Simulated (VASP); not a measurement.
Wanted: the native input for a VASP 6.6.1 run.

```
Task                   : single point
Functional             : PBE
Potentials or basis    : VASP PAW PBE potentials, release 64 (Ta_pv, N)
Cutoff                 : 520 eV
k mesh                 : 12 × 12 × 10
Occupations            : fermi-dirac, width 0.02 eV
Spin                   : no spin polarisation
Dipole correction      : no
Further INCAR settings : ALGO = Normal; EDIFF = 1e-06; NBANDS = 15
```

The structure of TaN lies in POSCAR:

```
TaN
1.0
    2.9574563715      0.0000000000      0.0000000000
   -1.4787281858      2.5612323484      0.0000000000
    0.0000000000      0.0000000000      2.9020932717
Ta N
1 1
Direct
    0.3333333333      0.6666666667      0.5000000000
    0.0000000000      0.0000000000      0.0000000000
```

This cell differs from its parent crystal: volume scaled by 1.02.

These files were run (other wordings do the same):

INCAR

```
SYSTEM = TaN
PREC = Accurate
ENCUT = 520
EDIFF = 1E-6
ISMEAR = -1
SIGMA = 0.02
LREAL = .False.
LASPH = .True.
NELM = 60
ALGO = Normal
ISIF = 2
LWAVE = .False.
LCHARG = .False.
GGA = PE
NBANDS = 15
```

KPOINTS

```
Automatic mesh
0
Gamma
  12 12 10
  0 0 0
```

Potentials or basis: VASP PAW PBE potentials, release 64 (Ta_pv, N).

Command:

```bash
$ cat potpaw_PBE.64/Ta_pv/POTCAR potpaw_PBE.64/N/POTCAR > POTCAR
$ mpirun -np 1 vasp_std > vasp.out
```

Results of the run:

The pressure is -1.5 GPa and the band gap on the k mesh is zero (band 8 reaches 8.46 eV, above the bottom of band 9 at 7.97 eV).

Caveat: spin-orbit coupling is left out, which moves the levels of the heavy elements.

Wall time 18 s on 1 thread of Intel(R) Xeon(R) Platinum 8259CL CPU @ 2.50GHz (Skylake/Cascade Lake) (shared host), peak memory 0.16 GiB.
